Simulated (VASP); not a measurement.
## Zn4HO4 (a cell with a defect): single point with PBEsol

Zn4HO4 (a cell with a defect):

```
Zn O H
1.0
     5.51481    0.00000    0.00000
     0.00000    5.51481    0.00000
     0.00000    0.00000    3.24301
Zn O H
4 4 1
Direct
  0.18207 0.18207 0.50000
  0.81793 0.81793 0.50000
  0.68207 0.31793 0.00000
  0.31793 0.68207 0.00000
  0.81800 0.18200 0.50000
  0.18200 0.81800 0.50000
  0.68200 0.68200 0.00000
  0.31800 0.31800 0.00000
  0.00004 0.08200 0.20000
```

- Program: VASP 6.6.1
- Task: single point
- Functional: PBEsol
- Potentials or basis: VASP PAW PBE potentials, release 64 (Zn, O, H)
- Cutoff: 520 eV
- k mesh: 4 × 4 × 8
- Occupations: gaussian, width 0.05 eV
- Spin: no spin polarisation

| Property | Result |
| --- | --- |
| Pressure | 8.4 GPa |
| Largest force | 2.723 eV/Å |
| Band gap on the k mesh | zero (an odd number of electrons rules out a gap without spin polarisation) |

Forces on the atoms (eV/Å):
```
Zn   1.970  0.789  1.707
Zn  -0.166 -0.656  0.228
Zn  -0.356  0.416 -0.020
Zn  -0.010  0.088 -0.008
O   -0.886  0.264  0.286
O    0.266 -0.531  0.246
O   -0.008 -0.082 -0.044
O    0.370  0.170 -0.469
H   -1.179 -0.458 -1.925
```

Stress tensor (GPa, compression positive):
```
 9.64  0.88  1.23
 0.88  7.30 -0.16
 1.23 -0.16  8.25
```

Levels at points of the mesh, in eV from the Fermi level:
| k point | band 35 | band 36 | band 37 | band 38 | band 39 | band 40 |
| --- | --- | --- | --- | --- | --- | --- |
| (0.00, 0.00, 0.00) | -2.25 | -2.21 | -2.09 | 1.74 | 2.96 | 3.28 |
| (0.50, 0.00, 0.00) | -2.58 | -2.50 | -0.43 | 0.97 | 2.64 | 3.79 |
| (0.00, 0.50, 0.00) | -2.45 | -2.35 | -0.56 | 1.03 | 2.80 | 3.74 |
| (0.50, 0.50, 0.00) | -2.88 | -2.84 | -0.29 | 2.08 | 2.44 | 2.46 |
| (0.00, 0.00, 0.50) | -3.49 | -3.41 | 0.57 | 3.59 | 3.90 | 5.70 |
| (0.50, 0.00, 0.50) | -3.25 | -3.10 | 0.38 | 3.65 | 3.82 | 4.56 |
| (0.00, 0.50, 0.50) | -3.29 | -3.12 | 0.54 | 3.65 | 3.80 | 4.56 |
| (0.50, 0.50, 0.50) | -3.39 | -3.30 | -0.03 | 3.23 | 3.25 | 3.60 |

It took 8 min on 1 thread of Intel Xeon 8259CL, with other jobs on the host, peak memory 0.36 GiB.

Caveat: the PAW data sets were made with another functional, which shifts forces and pressure a little; an odd number of electrons without spin polarisation forces a metal; a magnetic or distorted state may lie lower.
